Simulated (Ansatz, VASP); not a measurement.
**FeGe in VASP and in Ansatz**

POSCAR

```
FeGe
1.0
    3.0161735380      0.0000000000      0.0000000000
    0.0000000000      3.0161735380      0.0000000000
    0.0000000000      0.0000000000      3.0161735380
Fe Ge
1 1
Direct
    0.0000000000      0.0000000000      0.0000000000
    0.4633440200      0.4507515000      0.4535288900
```

INCAR.step1

```
ALGO = Normal
EDIFF = 1E-4
ENCUT = 520
GGA = PE
ISMEAR = 0
ISPIN = 2
LASPH = True
LCHARG = False
LMAXMIX = 4
LREAL = False
LWAVE = True
MAGMOM = 4 0
NBANDS = 22
NELM = 150
PREC = Accurate
SIGMA = 0.05
```

File INCAR.step2:

```
ALGO = Normal
EDIFF = 1E-7
ENCUT = 520
ISIF = 2
ISMEAR = 0
ISPIN = 2
ISTART = 1
LASPH = True
LCHARG = False
LMAXMIX = 4
LMIXTAU = True
LORBIT = 11
LREAL = False
LWAVE = False
MAGMOM = 4 0
METAGGA = R2SCAN
NBANDS = 22
NELM = 150
PREC = Accurate
SIGMA = 0.05
```

KPOINTS

```
k-points
0
Gamma
  3 3 3
```

Input for Ansatz:

```yaml
crystal:
  lattice:
    - [3.016173538, 0.0, 0.0]
    - [0.0, 3.016173538, 0.0]
    - [0.0, 0.0, 3.016173538]
  atoms:
    - { symbol: Fe, position: [0.0, 0.0, 0.0], spin: 4.0 }
    - { symbol: Ge, position: [0.46334402, 0.4507515, 0.45352889], spin: 0.0 }
kpoints:
  mp_grid: { grid: [3, 3, 3], shift: [0, 0, 0] }
hamiltonian:
  xc: r2scan
  dispersion: none
  pseudopotentials: { kind: paw }
scf:
  occupations: { method: gaussian, width: "0.05 eV" }
  mixing: { algorithm: broyden }
magnetization:
  spin_polarized: true
```

Alike in both runs: task single point; functional r2SCAN; k mesh 3 × 3 × 3; collinear spin.

```csv
,VASP,Ansatz
version,VASP 6.6.1,Ansatz development build ahead of 0.2.0
potentials or method,"VASP PAW PBE potentials, release 64 (Fe, Ge_d)","PAW (an earlier, plane waves, scalar-relativistic"
plane-wave cutoff (eV),520,1230
occupations,"gaussian, width 0.05 eV",gaussian
```

|  | VASP | Ansatz | Ansatz less VASP |
| --- | --- | --- | --- |
| net moment per atom (μB) | 0.96 | 0.96 | +0.002 |
| size of the moment on the site where the two differ most (μB) | 1.97 | 1.96 | -0.010 |

VASP's potentials were made for PBE, not for r2SCAN. Site moments also hang on the region over which each program counts them. Ansatz's warnings: stability check not made.

The k mesh is coarse, so the values compare programs but aren't converged.
